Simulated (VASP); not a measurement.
Crystal: Cu.

```
CELL_PARAMETERS angstrom
2.53410 0.00000 0.00000
-1.26705 2.19459 0.00000
0.00000 0.00000 4.11257
ATOMIC_POSITIONS crystal
Cu 0.66667 0.33333 0.75000
Cu 0.33333 0.66667 0.25000
```

Base run:

```yaml
Program: VASP 6.6.1
Functional: PBEsol
Potentials_or_basis: VASP PAW PBE potentials, release 64 (Cu)
Cutoff: 520 eV
k_mesh: 10 × 10 × 6
Occupations: fermi-dirac, width 0.05 eV
Spin: no spin polarisation
```

Its results: band gap on the k mesh zero (band 11 reaches 10.89 eV, above the bottom of band 12 at 5.81 eV); pressure -0.7 GPa.

Question: The run is repeated on the same cell with these changes: functional from PBEsol to PBE; occupations from fermi-dirac, width 0.05 eV to fermi-dirac, width 0.1 eV. What comes out?

Answer: Band gap on the k mesh zero (band 11 reaches 11.10 eV, above the bottom of band 12 at 5.99 eV); pressure 8.0 GPa.

Caveats: the PAW data sets were made with another functional, which shifts forces and pressure a little (some runs).
